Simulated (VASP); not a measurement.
The system is TiO2.

```
CELL_PARAMETERS angstrom
9.18283 0.00000 0.00000
0.00000 9.18283 0.00000
0.00000 0.00000 8.81661
ATOMIC_POSITIONS crystal
Ti 0.00000 0.00000 0.00000
Ti 0.00000 0.00000 0.33333
Ti 0.00000 0.00000 0.66667
Ti 0.00000 0.50000 0.00000
Ti 0.00000 0.50000 0.33333
Ti 0.00000 0.50000 0.66667
Ti 0.50000 0.00000 0.00000
Ti 0.50000 0.00000 0.33333
Ti 0.50000 0.00000 0.66667
Ti 0.50000 0.50000 0.00000
Ti 0.50000 0.50000 0.33333
Ti 0.50000 0.50000 0.66667
Ti 0.25000 0.25000 0.16667
Ti 0.25000 0.25000 0.50000
Ti 0.25000 0.25000 0.83333
Ti 0.25000 0.75000 0.16667
Ti 0.25000 0.75000 0.50000
Ti 0.25000 0.75000 0.83333
Ti 0.75000 0.25000 0.16667
Ti 0.75000 0.25000 0.50000
Ti 0.75000 0.25000 0.83333
Ti 0.75000 0.75000 0.16667
Ti 0.75000 0.75000 0.50000
Ti 0.75000 0.75000 0.83333
O 0.15223 0.15223 0.00000
O 0.15223 0.15223 0.33333
O 0.15223 0.15223 0.66667
O 0.15223 0.65223 0.00000
O 0.15223 0.65223 0.33333
O 0.15223 0.65223 0.66667
O 0.65223 0.15223 0.00000
O 0.65223 0.15223 0.33333
O 0.65223 0.15223 0.66667
O 0.65223 0.65223 0.00000
O 0.65223 0.65223 0.33333
O 0.65223 0.65223 0.66667
O 0.34777 0.34777 0.00000
O 0.34777 0.34777 0.33333
O 0.34777 0.34777 0.66667
O 0.34777 0.84777 0.00000
O 0.34777 0.84777 0.33333
O 0.34777 0.84777 0.66667
O 0.84777 0.34777 0.00000
O 0.84777 0.34777 0.33333
O 0.84777 0.34777 0.66667
O 0.84777 0.84777 0.00000
O 0.84777 0.84777 0.33333
O 0.84777 0.84777 0.66667
O 0.09777 0.40223 0.16667
O 0.09777 0.40223 0.50000
O 0.09777 0.40223 0.83333
O 0.09777 0.90223 0.16667
O 0.09777 0.90223 0.50000
O 0.09777 0.90223 0.83333
O 0.59777 0.40223 0.16667
O 0.59777 0.40223 0.50000
O 0.59777 0.40223 0.83333
O 0.59777 0.90223 0.16667
O 0.59777 0.90223 0.50000
O 0.59777 0.90223 0.83333
O 0.40223 0.09777 0.16667
O 0.40223 0.09777 0.50000
O 0.40223 0.09777 0.83333
O 0.40223 0.59777 0.16667
O 0.40223 0.59777 0.50000
O 0.40223 0.59777 0.83333
O 0.90223 0.09777 0.16667
O 0.90223 0.09777 0.50000
O 0.90223 0.09777 0.83333
O 0.90223 0.59777 0.16667
O 0.90223 0.59777 0.50000
O 0.90223 0.59777 0.83333
```

Base run:

| Quantity | Value |
| --- | --- |
| Program | VASP 6.6.1 |
| Functional | PBE |
| Potentials or basis | VASP PAW PBE potentials, release 64 (Ti_sv, O) |
| Cutoff | 700 eV |
| k mesh | 1 × 1 × 1, shifted |
| Occupations | fermi-dirac, width 0.05 eV |
| Spin | no spin polarisation |

Its results: band gap on the k mesh 2.18 eV; pressure 7.6 GPa; largest force 0.101 eV/Å.

Question: The run is repeated on the same cell with these changes: functional from PBE to PBEsol. What comes out?

Answer: Band gap on the k mesh 2.15 eV; pressure 0.4 GPa; largest force 0.030 eV/Å.

PBEsol binds more tightly than PBE, so the same cell stands under less pressure.

Caveats: a shifted mesh leaves out Γ, where band edges can lie; the cell stands under pressure (at least some runs); the PAW data sets were made with another functional, which shifts forces and pressure a little (at least some runs).

A k mesh can miss the band edges.
